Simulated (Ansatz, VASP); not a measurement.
**Sr4SbO3 in VASP and in Ansatz**

```
Sr Sb O
1.0
     5.75749    0.00000    0.00000
     0.00000    5.75749    0.00000
     0.00000    0.00000    5.75749
Sr Sb O
4 1 3
Direct
  0.50000 0.00000 0.00000
  0.50000 0.50000 0.50000
  0.00000 0.00000 0.50000
  0.00000 0.50000 0.00000
  0.00000 0.00000 0.00000
  0.00000 0.50000 0.50000
  0.50000 0.00000 0.50000
  0.50000 0.50000 0.00000
```

Change from the starting cell: species swapped into the Mg3CuO4 type (Pm-3m, No. 221).

Alike in both runs: functional PBE; k mesh 4 × 4 × 4; occupations gaussian, width 0.1 eV; no spin polarisation.

Ansatz relaxed the structure, and its values are those at the end. VASP's run is a single point on that final structure, the one shown.

|  | VASP | Ansatz |
| --- | --- | --- |
| version | VASP 6.6.1 | Ansatz 0.2.0 |
| potentials or method | VASP PAW PBE potentials, release 64 (Sr_sv, Sb, O), cutoff 520 eV | scalar-relativistic, plane waves, PAW |
| valence electrons in the cell | 63 | 73 |

VASP gave:

| Property | Result |
| --- | --- |
| gap on the k mesh at the Fermi level (eV) | none |
| pressure (GPa) | 0.5 |

**Question.** What did Ansatz give for the same quantities?

**Answer.** gap on the k mesh at the Fermi level (eV): none; pressure (GPa): 0.4.

A gap of «none» marks a metal or a gap that the smearing closes. VASP's potentials hold 63 valence electrons a cell and Ansatz's 73, so a difference there can come from the potentials and not from the codes.

Neither program's run includes spin-orbit coupling.
